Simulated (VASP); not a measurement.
**Si: single point with r2SCAN**

The system is Si.

```xyz
2
Lattice="2.7232 0.0000 0.0000 -1.3616 2.3584 0.0000 0.0000 0.0000 4.7042" Properties=species:S:1:pos:R:3 pbc="T T T"
Si    0.0000    1.5722    1.1760
Si    1.3616    0.7861    3.5281
```

This isn't the form of Si at room conditions, which is diamond.

* Program: VASP 6.6.1
* Task: single point
* Functional: r2SCAN
* Potentials or basis: VASP PAW PBE potentials, release 64 (Si)
* Cutoff: 520 eV
* k mesh: 18 × 18 × 10
* Occupations: gaussian, width 0.1 eV
* Spin: no spin polarisation

```json
{
  "Pressure": "-6.9 GPa",
  "Band gap on the k mesh": "zero (bands 4 and 5 overlap by 13.08 eV)"
}
```

Levels at points of the mesh, in eV from the Fermi level:
```csv
k point,band 2,band 3,band 4,band 5,band 6,band 7
"(0.00, 0.00, 0.00)",-8.69,-7.36,9.38,9.38,10.09,10.73
"(0.50, 0.00, 0.00)",-7.74,-2.21,-1.80,-1.58,0.20,4.01
"(0.00, 0.00, 0.50)",-13.20,0.28,0.28,10.64,10.64,10.64
"(0.50, 0.00, 0.50)",-6.71,-6.08,-6.08,5.51,5.51,5.55
```

It took 3.2 min on 1 thread of Intel Xeon 8259CL, with other jobs on the host, peak memory 0.18 GiB.

Caveat: the cell stands under tension; the PAW data sets were made with another functional, which shifts forces and pressure a little.
